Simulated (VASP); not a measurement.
# Sb (I4/mcm) in VASP: single point with PBEsol

Aim: the single point of Sb with PBEsol.

Program: VASP 6.6.1. These are calculated values, not measurements. Logs are shortened: lines on timing, memory, paths and dates and some standing lists are left out, and cuts for length are marked.

### Step 1. The cell of the first run

The structure is tetragonal, space group I4/mcm (No. 140). The conventional cell has a = 8.060 Å, b = 8.060 Å, c = 4.051 Å, α = 90.00°, β = 90.00°, γ = 90.00°. Within 4.1 Å of Sb (site symmetry m2m) lie 9 Sb at 3.03 to 4.05 Å.

### Step 2. Single point, PBEsol, non-collinear spin, zero start, spin-orbit coupling

File INCAR:

```
SYSTEM = Sb
PREC = Accurate ; ENCUT = 520
EDIFF = 1E-7 ; ISMEAR = -1
SIGMA = 0.05 ; LREAL = .FALSE.
LASPH = .TRUE. ; NELM = 150
ALGO = Normal ; ISIF = 2
LWAVE = .FALSE. ; LCHARG = .TRUE.
MAGMOM = 0 0 0 0 0 0 0 0 0 0 0 0 ; LORBIT = 11
LSORBIT = .TRUE. ; GGA_COMPAT = .FALSE.
LORBMOM = .TRUE. ; GGA = PS
LVHAR = .TRUE. ; NBANDS = 34
```

File KPOINTS:

```
regular mesh
0
G
  7 7 7
  0 0 0
```

File POSCAR:

```
Sb
1.0
   -4.0300106443      4.0300106443      2.0254867038
    4.0300106443     -4.0300106443      2.0254867038
    4.0300106443      4.0300106443     -2.0254867038
Sb
4
Direct
    0.6512630600      0.1512630600      0.8025261200
    0.1512630600      0.3487369400      0.5000000000
    0.3487369400      0.8487369400      0.1974738800
    0.8487369400      0.6512630600      0.5000000000
```

Potentials or basis: VASP PAW PBE potentials, release 64 (Sb).

Run with:

```sh
> cat potpaw_PBE.64/Sb/POTCAR > POTCAR
> mpirun -np 1 vasp_ncl > vasp.out
```

OUTCAR:

```text
SYSTEM = Sb
   PREC = Accurate
   ENCUT = 520
   EDIFF = 1E-7
   ISMEAR = -1
   LREAL = .FALSE.
   LASPH = .TRUE.
   NELM = 150
   ISIF = 2
   LORBIT = 11
   LSORBIT = .TRUE.
   GGA = PS

 ion  position               nearest neighbor table
   1  0.651  0.151  0.803-   3 3.03   3 3.03   2 3.17   4 3.17   2 3.17   4 3.17   3 3.45
   2  0.151  0.349  0.500-   4 3.03   4 3.03   1 3.17   3 3.17   1 3.17   3 3.17   4 3.45
   3  0.349  0.849  0.197-   1 3.03   1 3.03   2 3.17   4 3.17   4 3.17   2 3.17   1 3.45
   4  0.849  0.651  0.500-   2 3.03   2 3.03   1 3.17   3 3.17   3 3.17   1 3.17   2 3.45

  LATTYP: Found a body centered tetragonal cell.
 ALAT       =     8.0600212886
 C/A-ratio  =     0.5026008322

  Lattice vectors:

 A1 = (  -4.0300106443,   4.0300106443,   2.0254867038)
 A2 = (   4.0300106443,  -4.0300106443,   2.0254867038)
 A3 = (   4.0300106443,   4.0300106443,  -2.0254867038)

Analysis of symmetry for initial positions (statically):
=====================================================================
 Subroutine PRICEL returns:
 Original cell was already a primitive cell.

 Routine SETGRP: Setting up the symmetry group for a
 body centered tetragonal supercell.

 Subroutine GETGRP returns: Found 16 space group operations
 (whereof  8 operations were pure point group operations)
 out of a pool of 16 trial point group operations.

The static configuration has the point symmetry C_4h.
 The point group associated with its full space group is D_4h.

Analysis of symmetry for dynamics (positions and initial velocities):
=====================================================================
 Subroutine PRICEL returns:
 Original cell was already a primitive cell.

 Routine SETGRP: Setting up the symmetry group for a
 body centered tetragonal supercell.

 Subroutine GETGRP returns: Found 16 space group operations
 (whereof  8 operations were pure point group operations)
 out of a pool of 16 trial point group operations.

The dynamic configuration has the point symmetry C_4h.
 The point group associated with its full space group is D_4h.

Analysis of structural, dynamic, and magnetic symmetry:
=====================================================================
 Subroutine PRICEL returns:
 Original cell was already a primitive cell.

 Routine SETGRP: Setting up the symmetry group for a
 body centered tetragonal supercell.

 Subroutine GETGRP returns: Found 16 space group operations
 (whereof  8 operations were pure point group operations)
 out of a pool of 16 trial point group operations.

The overall configuration has the point symmetry C_4h.
 The point group associated with its full space group is D_4h.

 Subroutine INISYM returns: Found 16 space group operations
 (whereof  8 operations are pure point group operations),
 and found     1 'primitive' translations

----------------------------------------------------------------------------------------

                                     Primitive cell

  volume of cell :     131.5836

  direct lattice vectors                    reciprocal lattice vectors
    -4.030010644  4.030010644  2.025486704     0.000000000  0.124069151  0.246854249
     4.030010644 -4.030010644  2.025486704     0.124069151  0.000000000  0.246854249
     4.030010644  4.030010644 -2.025486704     0.124069151  0.124069151  0.000000000

  length of vectors
     6.048517833  6.048517833  6.048517833     0.276279161  0.276279161  0.175460276

  position of ions in fractional coordinates (direct lattice)
     0.651263060  0.151263060  0.802526120
     0.151263060  0.348736940  0.500000000
     0.348736940  0.848736940  0.197473880
     0.848736940  0.651263060  0.500000000

  ion indices of the primitive-cell ions
   primitive index   ion index
                 1           1
                 2           2
                 3           3
                 4           4

----------------------------------------------------------------------------------------

 KPOINTS: regular mesh

Automatic generation of k-mesh.
 Grid dimensions read from file:
 generate k-points for:    7    7    7

 Generating k-lattice:
[... 110 lines left out ...]

  energy without entropy =      -17.42890717  energy(sigma->0) =      -17.44121855

 E-fermi :   5.9512     XC(G=0):  -9.1192

 val. band max:        5.9425001938   @ k =   0.1429   0.1429   0.1429
 cond. band min:       5.9940400517   @ k =  -0.4286   0.1429   0.0000
 fundamental gap:      0.0515398579
 Fermi energy:         5.9512031839

 k-point     1 :       0.0000    0.0000    0.0000
  band No.  band energies     occupation
      1      -6.5386      1.00000
      2      -6.5386      1.00000
      3      -3.1736      1.00000
      4      -3.1736      1.00000
      5      -1.9685      1.00000
      6      -1.9685      1.00000
[... 829 lines left out ...]
     31       9.9572      0.00000
     32       9.9572      0.00000

 [... further k-points ...]

 [bands above 32 left out]

------------------------ aborting loop because EDIFF is reached ----------------------------------------

  FORCE on cell =-STRESS in cart. coord.  units (eV):
  Direction    XX          YY          ZZ          XY          YZ          ZX
  --------------------------------------------------------------------------------------
  -------------------------------------------------------------------------------------
  Total       -0.4682032     -0.4682032     -0.4075049      0.0000000      0.0000000      0.0000000
  in kB       -5.7008975     -5.7008975     -4.9618271      0.0000000      0.0000000      0.0000000
  external PRESSURE =      -5.4545407 kB  Pullay stress =       0.0000000 kB

 VOLUME and BASIS-vectors are now :
 -----------------------------------------------------------------------------
  energy-cutoff  :      520.00
  volume of cell :      131.58
      direct lattice vectors                 reciprocal lattice vectors
    -4.030010644  4.030010644  2.025486704     0.000000000  0.124069151  0.246854249
     4.030010644 -4.030010644  2.025486704     0.124069151  0.000000000  0.246854249
     4.030010644  4.030010644 -2.025486704     0.124069151  0.124069151  0.000000000

 POSITION                                       TOTAL-FORCE (eV/Angst)
 -----------------------------------------------------------------------------------
      1.21918      5.24919     -0.00000        -0.020033     -0.020033      0.000000
      2.81083      1.21918      0.00000         0.020033     -0.020033      0.000000
      2.81083     -1.21918      2.02549         0.020033      0.020033     -0.000000
      1.21918      2.81083      2.02549        -0.020033      0.020033      0.000000
 -----------------------------------------------------------------------------------
    total drift:                                0.000000      0.000000      0.000000

  FREE ENERGIE OF THE ION-ELECTRON SYSTEM (eV)
  ---------------------------------------------------
  free  energy   TOTEN  =       -17.4535299305 eV

  energy  without entropy=      -17.4289071707  energy(sigma->0) =      -17.44121855

 orbital moment (x)

 # of ion     p       d       tot
 ----------------------------------------
  1        -0.000   0.000  -0.000
  2        -0.000  -0.000  -0.000
  3         0.000  -0.000   0.000
  4         0.000   0.000   0.000
 ----------------------------------------
           -0.000   0.000  -0.000

 orbital moment (y)

 # of ion     p       d       tot
 ----------------------------------------
  1         0.000  -0.000   0.000
  2         0.000   0.000   0.000
  3         0.000   0.000   0.000
  4         0.000   0.000   0.000
 ----------------------------------------
            0.000   0.000   0.000

 orbital moment (z)

 # of ion     p       d       tot
 ----------------------------------------
  1         0.000  -0.000  -0.000
  2         0.000  -0.000  -0.000
  3         0.000  -0.000  -0.000
  4         0.000   0.000   0.000
 ----------------------------------------
            0.000  -0.000  -0.000

 Spin-Orbit-Coupling matrix elements

 Ion:    1  E_soc:     -0.1411631
 l=   1
     0.0000000    -0.0228766    -0.0243539
    -0.0228766     0.0000000    -0.0228766
    -0.0243539    -0.0228766     0.0000000
 l=   2
     0.0000000    -0.0000320     0.0000000    -0.0000320    -0.0000934
    -0.0000320     0.0000000    -0.0000909    -0.0000701    -0.0000325
     0.0000000    -0.0000909     0.0000000    -0.0000909     0.0000000
    -0.0000320    -0.0000701    -0.0000909     0.0000000    -0.0000325
    -0.0000934    -0.0000325     0.0000000    -0.0000325     0.0000000
 l=   3
     0.0000000     0.0000000     0.0000000     0.0000000     0.0000000     0.0000000     0.0000000
     0.0000000     0.0000000     0.0000000     0.0000000     0.0000000     0.0000000     0.0000000
     0.0000000     0.0000000     0.0000000     0.0000000     0.0000000     0.0000000     0.0000000
     0.0000000     0.0000000     0.0000000     0.0000000     0.0000000     0.0000000     0.0000000
[... 49 lines left out ...]
 l=   2
     0.0000000    -0.0000320     0.0000000    -0.0000320    -0.0000934
    -0.0000320     0.0000000    -0.0000909    -0.0000701    -0.0000325
     0.0000000    -0.0000909     0.0000000    -0.0000909     0.0000000
    -0.0000320    -0.0000701    -0.0000909     0.0000000    -0.0000325
    -0.0000934    -0.0000325     0.0000000    -0.0000325     0.0000000
 l=   3
     0.0000000     0.0000000     0.0000000     0.0000000     0.0000000     0.0000000     0.0000000
     0.0000000     0.0000000     0.0000000     0.0000000     0.0000000     0.0000000     0.0000000
     0.0000000     0.0000000     0.0000000     0.0000000     0.0000000     0.0000000     0.0000000
     0.0000000     0.0000000     0.0000000     0.0000000     0.0000000     0.0000000     0.0000000
     0.0000000     0.0000000     0.0000000     0.0000000     0.0000000     0.0000000     0.0000000
     0.0000000     0.0000000     0.0000000     0.0000000     0.0000000     0.0000000     0.0000000
     0.0000000     0.0000000     0.0000000     0.0000000     0.0000000     0.0000000     0.0000000

 total charge

# of ion       s       p       d       tot
------------------------------------------
    1        1.227   1.107   0.036   2.370
    2        1.227   1.107   0.036   2.370
    3        1.227   1.107   0.036   2.370
    4        1.227   1.107   0.036   2.370
--------------------------------------------------
tot          4.909   4.427   0.143   9.479

 magnetization (x)

# of ion       s       p       d       tot
------------------------------------------
    1       -0.000   0.000   0.000   0.000
    2        0.000  -0.000  -0.000   0.000
    3       -0.000   0.000   0.000   0.000
    4        0.000  -0.000  -0.000  -0.000
--------------------------------------------------
tot          0.000   0.000   0.000   0.000

 magnetization (y)

# of ion       s       p       d       tot
------------------------------------------
    1        0.000  -0.000  -0.000  -0.000
    2       -0.000  -0.000   0.000  -0.000
    3        0.000  -0.000  -0.000  -0.000
    4       -0.000   0.000   0.000  -0.000
--------------------------------------------------
tot          0.000  -0.000   0.000  -0.000

 magnetization (z)

# of ion       s       p       d       tot
------------------------------------------
    1        0.000   0.000  -0.000  -0.000
    2        0.000   0.000   0.000   0.000
    3        0.000   0.000   0.000   0.000
    4        0.000   0.000   0.000   0.000
--------------------------------------------------
tot          0.000   0.000  -0.000   0.000
```

Run time: 7.9 min. Hardware: 1 thread of Intel Xeon Platinum 8488C (Sapphire Rapids), shared host; peak memory 0.84 GiB.

Results:

```
Free energy                                           : -17.4535 eV
Pressure                                              : -0.5 GPa
Largest force                                         : 0.028 eV/Å
Net moment                                            : 0.00 μB per cell
Valence electrons inside the program's atomic spheres : Sb 2.37
```

Forces on the atoms (eV/Å):
```
Sb  -0.020 -0.020  0.000
Sb   0.020 -0.020  0.000
Sb   0.020  0.020  0.000
Sb  -0.020  0.020  0.000
```

Moments on the atoms (μB; x, y, z):
```
Sb  0.00 0.00 0.00
Sb  0.00 0.00 0.00
Sb  0.00 0.00 0.00
Sb  0.00 0.00 0.00
```

Caveat: the PAW data sets were made with another functional, which shifts forces and pressure a little.
